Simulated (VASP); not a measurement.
# Pd (Im-3m) in VASP: notebook

Pd is run at these levels: PBEsol; tasks: single point.

Program: VASP 6.6.1. These are calculated values, not measurements. Logs are shortened: lines on timing, memory, paths and dates and some standing lists are left out, and cuts for length are marked.

## 1. The cell of the first run

Symmetry: Im-3m, No. 229, cubic system. The conventional cell has a = 3.086 Å, b = 3.086 Å, c = 3.086 Å, α = 90.00°, β = 90.00°, γ = 90.00°. Within 3.5 Å of Pd (site symmetry m-3m) lie 14 Pd at 2.67 to 3.09 Å.

## 2. Single point, PBEsol

File INCAR:

```
SYSTEM = Pd
ALGO = Normal ; EDIFF = 1E-6
ENCUT = 520 ; GGA = PS
ISIF = 2 ; ISMEAR = -1
LASPH = .True. ; LCHARG = .False.
LREAL = .False. ; LWAVE = .False.
NBANDS = 11 ; NELM = 100
PREC = Accurate ; SIGMA = 0.1
```

File KPOINTS:

```
k-points
0
Gamma
  23 23 23
  0 0 0
```

File POSCAR:

```
Pd
1.0
   -1.5430113828      1.5430113828      1.5430113828
    1.5430113828     -1.5430113828      1.5430113828
    1.5430113828      1.5430113828     -1.5430113828
Pd
1
Direct
    0.0000000000      0.0000000000      0.0000000000
```

Potentials or basis: VASP PAW PBE potentials, release 64 (Pd).

Launch:

```bash
cat potpaw_PBE.64/Pd/POTCAR > POTCAR
mpirun -np 1 vasp_std > vasp.out
```

OUTCAR:

```text
SYSTEM = Pd
   EDIFF = 1E-6
   ENCUT = 520
   GGA = PS
   ISIF = 2
   ISMEAR = -1
   LASPH = .True.
   LREAL = .False.
   NELM = 100
   PREC = Accurate

 ion  position               nearest neighbor table
   1  0.000  0.000  0.000-

  LATTYP: Found a body centered cubic cell.
 ALAT       =     3.0860227656

  Lattice vectors:

 A1 = (  -1.5430113828,   1.5430113828,   1.5430113828)
 A2 = (   1.5430113828,  -1.5430113828,   1.5430113828)
 A3 = (   1.5430113828,   1.5430113828,  -1.5430113828)

Analysis of symmetry for initial positions (statically):
=====================================================================
 Subroutine PRICEL returns:
 Original cell was already a primitive cell.

 Routine SETGRP: Setting up the symmetry group for a
 body centered cubic supercell.

 Subroutine GETGRP returns: Found 48 space group operations
 (whereof 48 operations were pure point group operations)
 out of a pool of 48 trial point group operations.

The static configuration has the point symmetry O_h .

Analysis of symmetry for dynamics (positions and initial velocities):
=====================================================================
 Subroutine PRICEL returns:
 Original cell was already a primitive cell.

 Routine SETGRP: Setting up the symmetry group for a
 body centered cubic supercell.

 Subroutine GETGRP returns: Found 48 space group operations
 (whereof 48 operations were pure point group operations)
 out of a pool of 48 trial point group operations.

The dynamic configuration has the point symmetry O_h .

 Subroutine INISYM returns: Found 48 space group operations
 (whereof 48 operations are pure point group operations),
 and found     1 'primitive' translations

----------------------------------------------------------------------------------------

                                     Primitive cell

  volume of cell :      14.6949

  direct lattice vectors                    reciprocal lattice vectors
    -1.543011383  1.543011383  1.543011383     0.000000000  0.324041680  0.324041680
     1.543011383 -1.543011383  1.543011383     0.324041680  0.000000000  0.324041680
     1.543011383  1.543011383 -1.543011383     0.324041680  0.324041680  0.000000000

  length of vectors
     2.672574112  2.672574112  2.672574112     0.458264138  0.458264138  0.458264138

  position of ions in fractional coordinates (direct lattice)
     0.000000000  0.000000000  0.000000000

  ion indices of the primitive-cell ions
   primitive index   ion index
                 1           1

----------------------------------------------------------------------------------------

 KPOINTS: k-points

Automatic generation of k-mesh.
 Grid dimensions read from file:
 generate k-points for:   23   23   23

 Generating k-lattice:

  Cartesian coordinates                     Fractional coordinates (reciprocal lattice)
     0.000000000  0.014088769  0.014088769     0.043478261  0.000000000  0.000000000
     0.014088769  0.000000000  0.014088769     0.000000000  0.043478261  0.000000000
     0.014088769  0.014088769  0.000000000     0.000000000  0.000000000  0.043478261

  Length of vectors
     0.019924528  0.019924528  0.019924528

  Shift w.r.t. Gamma in fractional coordinates (k-lattice)
     0.000000000  0.000000000  0.000000000

 Subroutine IBZKPT returns following result:
 ===========================================

 Found    364 irreducible k-points:

 Following reciprocal coordinates:
            Coordinates               Weight
  0.000000  0.000000  0.000000      1.000000
  0.043478  0.000000  0.000000     12.000000
  0.086957  0.000000  0.000000     12.000000
  0.130435  0.000000  0.000000     12.000000
  0.173913  0.000000  0.000000     12.000000
  0.217391  0.000000  0.000000     12.000000
[... 16 lines left out ...]
  0.478261  0.043478  0.000000     24.000000
  0.086957  0.086957  0.000000     24.000000
 [... further k-points ...]
   k-points           NKPTS =    364   k-points in BZ     NKDIM =    364   number of bands    NBANDS=     11
[... 48 lines left out ...]
  band No.  band energies     occupation
      1       2.4222      2.00000
      2       6.6869      2.00000
      3       6.6869      2.00000
      4       6.6869      2.00000
      5       8.7205      1.99986
      6       8.7205      1.99986
      7      29.0139      0.00000
      8      29.0139      0.00000
      9      29.0139      0.00000
     10      35.9496      0.00000
     11      37.6477      0.00000

 k-point     2 :       0.0435    0.0000    0.0000
  band No.  band energies     occupation
      1       2.4956      2.00000
      2       6.6614      2.00000
      3       6.6879      2.00000
      4       6.7395      2.00000
      5       8.6895      1.99989
      6       8.7223      1.99985
      7      28.9836      0.00000
      8      29.0306      0.00000
      9      29.1043      0.00000
     10      35.9373      0.00000
     11      36.7495      0.00000

 k-point     3 :       0.0870    0.0000    0.0000
  band No.  band energies     occupation
      1       2.7112      2.00000
      2       6.5876      2.00000
      3       6.6893      2.00000
      4       6.8955      2.00000
      5       8.6076      1.99995
      6       8.7281      1.99985
      7      28.8395      0.00000
      8      29.0442      0.00000
      9      29.3696      0.00000
     10      35.5926      0.00000
     11      35.8617      0.00000

 k-point     4 :       0.1304    0.0000    0.0000
  band No.  band energies     occupation
      1       3.0532      2.00000
      2       6.4729      2.00000
      3       6.6901      2.00000
      4       7.1494      2.00000
      5       8.5050      1.99998
      6       8.7391      1.99983
      7      28.4324      0.00000
      8      28.9462      0.00000
      9      29.7931      0.00000
     10      34.7727      0.00000
     11      35.2480      0.00000
[... 239 lines left out ...]
 k-point    22 :       0.4348    0.0435    0.0000
  band No.  band energies     occupation
      1       4.3616      2.00000
      2       5.4987      2.00000
      3       8.6103      1.99995
      4       8.8659      1.99939
      5       9.8681      0.25263
      6      11.1389      0.00000
      7      18.0613      0.00000
      8      24.8391      0.00000
      9      27.4372      0.00000
     10      34.0501      0.00000
     11      35.3581      0.00000

 k-point    23 :       0.4783    0.0435    0.0000
  band No.  band energies     occupation
      1       4.3393      2.00000
      2       5.4787      2.00000
      3       8.6358      1.99994
      4       8.8734      1.99934
      5       9.9983      0.07566
      6      11.4274      0.00000
      7      17.6218      0.00000
      8      24.7461      0.00000
      9      27.2636      0.00000
     10      34.1486      0.00000
     11      35.4115      0.00000

 k-point    24 :       0.0870    0.0870    0.0000
  band No.  band energies     occupation
      1       3.2523      2.00000
      2       6.4778      2.00000
      3       6.5707      2.00000
      4       7.3496      2.00000
      5       8.4302      1.99999
      6       8.7721      1.99976
      7      28.2492      0.00000
      8      28.9148      0.00000
      9      29.7857      0.00000
     10      33.9730      0.00000
     11      34.8778      0.00000

 [... further k-points ...]
[... 5 lines left out ...]
  --------------------------------------------------------------------------------------
  -------------------------------------------------------------------------------------
  Total       -0.0480822     -0.0480822     -0.0480822     -0.0000000     -0.0000000      0.0000000
  in kB       -5.2423658     -5.2423658     -5.2423658     -0.0000000     -0.0000000      0.0000000
  external PRESSURE =      -5.2423658 kB  Pullay stress =       0.0000000 kB

 VOLUME and BASIS-vectors are now :
 -----------------------------------------------------------------------------
  energy-cutoff  :      520.00
  volume of cell :       14.69
      direct lattice vectors                 reciprocal lattice vectors
    -1.543011383  1.543011383  1.543011383     0.000000000  0.324041680  0.324041680
     1.543011383 -1.543011383  1.543011383     0.324041680  0.000000000  0.324041680
     1.543011383  1.543011383 -1.543011383     0.324041680  0.324041680  0.000000000

 POSITION                                       TOTAL-FORCE (eV/Angst)
 -----------------------------------------------------------------------------------
      0.00000      0.00000      0.00000        -0.000000      0.000000     -0.000000
 -----------------------------------------------------------------------------------
    total drift:                                0.000000     -0.000000      0.000000

  FREE ENERGIE OF THE ION-ELECTRON SYSTEM (eV)
  ---------------------------------------------------
  free  energy   TOTEN  =        -5.9274914397 eV

  energy  without entropy=       -5.8876729621  energy(sigma->0) =       -5.90758220
```

It took 34 s on 1 thread of Intel Xeon Platinum 8259CL at 2.50GHz (Skylake/Cascade Lake), shared host; peak memory 0.17 GiB.

What came out:

```yaml
Free_energy: -5.9275 eV
Pressure: -0.5 GPa
Band_gap_on_the_k_mesh: zero (band 5 reaches 10.28 eV, above the bottom of band 6 at 8.60 eV)
```

Caveat: the PAW data sets were made with another functional, which shifts forces and pressure a little.

## 3. Single point, PBEsol, collinear spin, ferromagnetic start (volume scaled by 0.88)

File INCAR:

```
SYSTEM = Pd
ALGO = Normal
EDIFF = 1E-6
ENCUT = 520
GGA = PS
ISIF = 2
ISMEAR = -1
ISPIN = 2
LASPH = .True.
LCHARG = .True.
LELF = .True.
LMAXMIX = 4
LORBIT = 11
LREAL = .False.
LVHAR = .True.
LWAVE = .False.
MAGMOM = 0.5
NBANDS = 15
NELM = 150
PREC = Accurate
SIGMA = 0.05
```

File KPOINTS:

```
k-points
0
Gamma
  16 16 16
  0 0 0
```

File POSCAR:

```
Pd
1.0
   -1.4780889986      1.4780889986      1.4780889986
    1.4780889986     -1.4780889986      1.4780889986
    1.4780889986      1.4780889986     -1.4780889986
Pd
1
Direct
    0.0000000000      0.0000000000      0.0000000000
```

Potentials or basis: VASP PAW PBE potentials, release 64 (Pd).

Launch:

```bash
cat potpaw_PBE.64/Pd/POTCAR > POTCAR
mpirun -np 1 vasp_std > vasp.out
```

It took 28 s on 1 thread of Intel Xeon Platinum 8559C (Emerald Rapids), shared host; peak memory 0.16 GiB.

Results (log left out):

```
Free energy                                           : -5.7412 eV
Pressure                                              : 35.3 GPa
Band gap on the k mesh                                : zero (filled and empty bands overlap)
Net moment                                            : 0.00 μB per cell
Valence electrons inside the program's atomic spheres : Pd 9.77
```

Levels at points of the mesh, in eV from the Fermi level:
Spin up:
```tsv
k point	band 2	band 3	band 4	band 5	band 6	band 7	band 8	band 9
(0.00, 0.00, 0.00)	-3.67	-3.67	-3.67	-1.21	-1.21	19.49	19.49	19.49
(0.50, 0.00, 0.00)	-5.17	-1.27	-0.87	0.80	1.05	9.14	15.30	19.18
(0.50, 0.50, 0.50)	-6.55	0.30	0.30	0.30	9.66	9.66	9.66	19.41
```
Spin down:
| k point | band 3 | band 4 | band 5 | band 6 | band 7 | band 8 |
| --- | --- | --- | --- | --- | --- | --- |
| (0.00, 0.00, 0.00) | -3.67 | -3.67 | -1.21 | -1.21 | 19.49 | 19.49 |
| (0.50, 0.00, 0.00) | -1.27 | -0.87 | 0.80 | 1.05 | 9.14 | 15.30 |
| (0.50, 0.50, 0.50) | 0.30 | 0.30 | 0.30 | 9.66 | 9.66 | 9.66 |

Caveat: the PAW data sets were made with another functional, which shifts forces and pressure a little.

## 4. Single point, PBEsol, collinear spin, ferromagnetic start (volume scaled by 0.92)

File INCAR:

```
  ALGO = Normal
  EDIFF = 1E-6
  ENCUT = 520
  GGA = PS
  ISIF = 2
  ISMEAR = -1
  ISPIN = 2
  LASPH = T
  LCHARG = T
  LELF = T
  LMAXMIX = 4
  LORBIT = 11
  LREAL = F
  LVHAR = T
  LWAVE = F
  MAGMOM = 0.5
  NBANDS = 15
  NELM = 150
  PREC = Accurate
  SIGMA = 0.05
```

File KPOINTS:

```
k-points
0
Gamma
  16 16 16
```

File POSCAR:

```
Pd
1.0
   -1.5001532814      1.5001532814      1.5001532814
    1.5001532814     -1.5001532814      1.5001532814
    1.5001532814      1.5001532814     -1.5001532814
Pd
1
Direct
    0.0000000000      0.0000000000      0.0000000000
```

Launch:

```bash
cat potpaw_PBE.64/Pd/POTCAR > POTCAR
mpirun -np 1 vasp_std > vasp.out
```

It took 29 s on 1 thread of Intel Xeon Platinum 8559C (Emerald Rapids), shared host; peak memory 0.16 GiB.

It converged, with:

| Quantity | Value |
| --- | --- |
| Free energy | -5.8422 eV |
| Pressure | 20.3 GPa |
| Band gap on the k mesh | zero (filled and empty bands overlap) |
| Net moment | 0.00 μB per cell |
| Valence electrons inside the program's atomic spheres | Pd 9.65 |

Levels at points of the mesh, in eV from the Fermi level:
Spin up:
```tsv
k point	band 2	band 3	band 4	band 5	band 6	band 7	band 8	band 9
(0.00, 0.00, 0.00)	-3.42	-3.42	-3.42	-1.12	-1.12	19.45	19.45	19.45
(0.50, 0.00, 0.00)	-4.82	-1.19	-0.82	0.73	1.13	8.70	15.24	18.70
(0.50, 0.50, 0.50)	-6.10	0.27	0.27	0.27	9.48	9.48	9.48	18.80
```
Spin down:
```csv
k point,band 3,band 4,band 5,band 6,band 7,band 8
"(0.00, 0.00, 0.00)",-3.42,-3.42,-1.12,-1.12,19.45,19.45
"(0.50, 0.00, 0.00)",-1.19,-0.82,0.73,1.13,8.70,15.24
"(0.50, 0.50, 0.50)",0.27,0.27,0.27,9.48,9.48,9.48
```

Caveat: the PAW data sets were made with another functional, which shifts forces and pressure a little.

## 5. Single point, PBEsol, collinear spin, ferromagnetic start (volume scaled by 0.96)

File INCAR:

```
SYSTEM = Pd
PREC = Accurate
ENCUT = 520
EDIFF = 1E-6
ISMEAR = -1
SIGMA = 0.05
LREAL = .FALSE.
LASPH = .TRUE.
NELM = 150
ALGO = Normal
ISIF = 2
LWAVE = .FALSE.
LCHARG = .TRUE.
ISPIN = 2
MAGMOM = 0.5
LORBIT = 11
LMAXMIX = 4
GGA = PS
LELF = .TRUE.
LVHAR = .TRUE.
NBANDS = 15
```

File KPOINTS:

```
Automatic mesh
0
G
  16 16 16
  0 0 0
```

File POSCAR:

```
Pd
1.0
   -1.5215869383      1.5215869383      1.5215869383
    1.5215869383     -1.5215869383      1.5215869383
    1.5215869383      1.5215869383     -1.5215869383
Pd
1
Direct
    0.0000000000      0.0000000000      0.0000000000
```

Launch:

```bash
cat potpaw_PBE.64/Pd/POTCAR > POTCAR
mpirun -np 1 vasp_std > vasp.out
```

Wall time 27 s (1 thread of Intel Xeon Platinum 8559C (Emerald Rapids), shared host); peak memory 0.16 GiB.

It converged, with:

```yaml
Free_energy: -5.8947 eV
Pressure: 8.7 GPa
Band_gap_on_the_k_mesh: zero (filled and empty bands overlap)
Net_moment: 0.00 μB per cell
Valence_electrons_inside_the_program's_atomic_spheres: Pd 9.54
```

Levels at points of the mesh, in eV from the Fermi level:
Spin up:
```
           k point  band 1  band 2  band 3  band 4  band 5  band 6  band 7  band 8  band 9  band 10
(0.00, 0.00, 0.00)   -7.61   -3.21   -3.21   -3.21   -1.04   -1.04   19.39   19.39   19.39    26.11
(0.50, 0.00, 0.00)   -5.74   -4.51   -1.11   -0.77    0.67    1.21    8.30   15.16   18.25    25.08
(0.50, 0.50, 0.50)   -5.69   -5.69    0.24    0.24    0.24    9.31    9.31    9.31   18.24    18.24
```
Spin down:
| k point | band 1 | band 2 | band 3 | band 4 | band 5 | band 6 | band 7 | band 8 | band 9 | band 10 |
| --- | --- | --- | --- | --- | --- | --- | --- | --- | --- | --- |
| (0.00, 0.00, 0.00) | -7.61 | -3.21 | -3.21 | -3.21 | -1.04 | -1.04 | 19.39 | 19.39 | 19.39 | 26.11 |
| (0.50, 0.00, 0.00) | -5.74 | -4.51 | -1.11 | -0.77 | 0.67 | 1.21 | 8.31 | 15.16 | 18.25 | 25.08 |
| (0.50, 0.50, 0.50) | -5.69 | -5.69 | 0.24 | 0.24 | 0.24 | 9.31 | 9.31 | 9.31 | 18.24 | 18.24 |

Caveat: the PAW data sets were made with another functional, which shifts forces and pressure a little.

## 6. Single point, PBEsol, collinear spin, ferromagnetic start

File INCAR:

```
PREC = Accurate
ENCUT = 520
EDIFF = 1E-7
ISMEAR = -1
SIGMA = 0.05
LREAL = F
LASPH = T
NELM = 150
ALGO = Normal
ISIF = 2
LWAVE = F
LCHARG = T
ISPIN = 2
MAGMOM = 0.5
LORBIT = 11
LMAXMIX = 4
GGA = PS
LELF = T
LVHAR = T
NBANDS = 15
```

File KPOINTS:

```
regular mesh
0
Gamma
  16 16 16
```

File POSCAR:

```
Pd
1.0
   -1.5424331855      1.5424331855      1.5424331855
    1.5424331855     -1.5424331855      1.5424331855
    1.5424331855      1.5424331855     -1.5424331855
Pd
1
Direct
    0.0000000000      0.0000000000      0.0000000000
```

Potentials or basis: VASP PAW PBE potentials, release 64 (Pd).

Launch:

```bash
cat potpaw_PBE.64/Pd/POTCAR > POTCAR
mpirun -np 1 vasp_std > vasp.out
```

It took 34 s on 1 thread of Intel Xeon Platinum 8559C (Emerald Rapids), shared host; peak memory 0.16 GiB.

It converged, with:

```yaml
Free_energy: -5.9096 eV
Pressure: -0.3 GPa
Band_gap_on_the_k_mesh: zero (filled and empty bands overlap)
Net_moment: 0.00 μB per cell
Valence_electrons_inside_the_program's_atomic_spheres: Pd 9.45
```

Levels at points of the mesh, in eV from the Fermi level:
Spin up:
| k point | band 2 | band 3 | band 4 | band 5 | band 6 | band 7 | band 8 | band 9 |
| --- | --- | --- | --- | --- | --- | --- | --- | --- |
| (0.00, 0.00, 0.00) | -3.01 | -3.01 | -3.01 | -0.97 | -0.97 | 19.32 | 19.32 | 19.32 |
| (0.50, 0.00, 0.00) | -4.23 | -1.05 | -0.72 | 0.62 | 1.29 | 7.94 | 15.08 | 17.83 |
| (0.50, 0.50, 0.50) | -5.33 | 0.22 | 0.22 | 0.22 | 9.16 | 9.16 | 9.16 | 17.73 |
Spin down:
```csv
k point,band 2,band 3,band 4,band 5,band 6,band 7,band 8,band 9
"(0.00, 0.00, 0.00)",-3.01,-3.01,-3.01,-0.97,-0.97,19.32,19.32,19.32
"(0.50, 0.00, 0.00)",-4.23,-1.05,-0.72,0.62,1.29,7.94,15.08,17.83
"(0.50, 0.50, 0.50)",-5.33,0.22,0.22,0.22,9.16,9.16,9.16,17.73
```

Caveat: the PAW data sets were made with another functional, which shifts forces and pressure a little.

## 7. The runs side by side

| spin | cell | k mesh | smearing | gap on the mesh (eV) | pressure (GPa) | moment (μB) |
| --- | --- | --- | --- | --- | --- | --- |
| off | a = 2.673 Å, angles 109.5°, 1 atom | 23 × 23 × 23 | fermi-dirac 0.1 eV | none | -0.5 | - |
| collinear, ferromagnetic start | a = 2.560 Å, angles 109.5°, 1 atom | 16 × 16 × 16 | fermi-dirac 0.05 eV | none | 35.3 | 0.00 |
| collinear, ferromagnetic start | a = 2.598 Å, angles 109.5°, 1 atom | 16 × 16 × 16 | fermi-dirac 0.05 eV | none | 20.3 | 0.00 |
| collinear, ferromagnetic start | a = 2.635 Å, angles 109.5°, 1 atom | 16 × 16 × 16 | fermi-dirac 0.05 eV | none | 8.7 | 0.00 |
| collinear, ferromagnetic start | a = 2.672 Å, angles 109.5°, 1 atom | 16 × 16 × 16 | fermi-dirac 0.05 eV | none | -0.3 | 0.00 |

Alike in all rows: task single point; level PBEsol; potentials or basis VASP PAW PBE potentials, release 64 (Pd); cutoff (eV) 520.

Caveats: the PAW data sets were made with another functional, which shifts forces and pressure a little.

Total energies depend on the potentials used, so only differences within one code and one set of settings carry meaning.
